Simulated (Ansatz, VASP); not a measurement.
## CsCl: VASP beside Ansatz

File POSCAR:

```
CsCl
1.0
    4.0754070000      0.0000000000      0.0000000000
    0.0000000000      4.0754070000      0.0000000000
    0.0000000000      0.0000000000      4.0754070000
Cs Cl
1 1
Direct
    0.0000000000      0.0000000000      0.0000000000
    0.5000000000      0.5000000000      0.5000000000
```

INCAR.step1

```
SYSTEM = CsCl
  PREC = Accurate
  ENCUT = 550
  ISMEAR = 0
  SIGMA = 0.0647
  LREAL = .FALSE.
  LASPH = .TRUE.
  NELM = 120
  NBANDS = 15
  GGA = PE
  ALGO = Normal
  EDIFF = 1E-5
  LWAVE = .TRUE.
  LCHARG = .FALSE.
  GGA_COMPAT = .FALSE.
```

INCAR.step2

```
SYSTEM = CsCl
  PREC = Accurate
  ENCUT = 550
  EDIFF = 1E-6
  ISMEAR = 0
  SIGMA = 0.0647
  LREAL = .FALSE.
  LASPH = .TRUE.
  NELM = 120
  ALGO = Normal
  ISIF = 2
  LWAVE = .FALSE.
  LCHARG = .FALSE.
  METAGGA = R2SCAN
  LMIXTAU = .TRUE.
  NBANDS = 15
  ISTART = 1
  GGA_COMPAT = .FALSE.
```

KPOINTS

```
regular mesh
0
G
  6 6 6
  0 0 0
```

Input for Ansatz:

```yaml
crystal:
  lattice:
    - [4.075407, 0.0, 0.0]
    - [0.0, 4.075407, 0.0]
    - [0.0, 0.0, 4.075407]
  atoms:
    - { symbol: Cs, position: [0.0, 0.0, 0.0] }
    - { symbol: Cl, position: [0.5, 0.5, 0.5] }
  symmetry: { tolerance: 0.0003 }
kpoints:
  mp_grid: { grid: [6, 6, 6], shift: [0, 0, 0] }
  band_path:
    path:
      - [0.0, 0.0, 0.0]
      - [0.0, 0.5, 0.0]
      - [0.5, 0.5, 0.0]
      - [0.0, 0.0, 0.0]
      - [0.5, 0.5, 0.5]
      - [0.0, 0.5, 0.0]
      - [0.5, 0.5, 0.5]
      - [0.5, 0.5, 0.0]
    npoints: 8
magnetization:
  spin_polarized: false
scf:
  occupations: { method: gaussian, width: 0.0647 }
  lower_state_search: "off"
  max_iter: 200
hamiltonian:
  pseudopotentials: { kind: paw }
  xc: r2scan
basis:
  ecutwfc: 500
  fft_grid_basis: typed
output:
  forces: true
  stress: true
  eigenvalues: true
  bader: true
  populations: true
  elf: true
  write_potential: true
  volumetric_format: npy
  dos:
    e_range: [-12, 8]
    de: 0.05
    projected: { site_lists: { Cl: [Cl], Cs: [Cs] } }
checkpoint:
  read: saved_state
```

Alike in both runs: task single point; functional r2SCAN; k mesh 6 × 6 × 6; occupations gaussian, width 0.0647 eV; no spin polarisation.

```csv
,VASP,Ansatz
version,VASP 6.6.1,Ansatz 0.2.0
potentials or method,"VASP PAW PBE potentials, release 64 (Cs_sv, Cl), cutoff 550 eV",PAW plane waves
valence electrons in the cell,16,16
```

|  | VASP | Ansatz | Ansatz less VASP |
| --- | --- | --- | --- |
| gap on the k mesh at the Fermi level (eV) | 5.86 | 5.87 | +0.004 |
| pressure (GPa) | 1.0 | 1.0 | -0.05 |

VASP's potentials were made for PBE, not for r2SCAN. The functional is the same, so the differences come from potentials, cutoffs and numerics.

Neither program's run includes spin-orbit coupling.
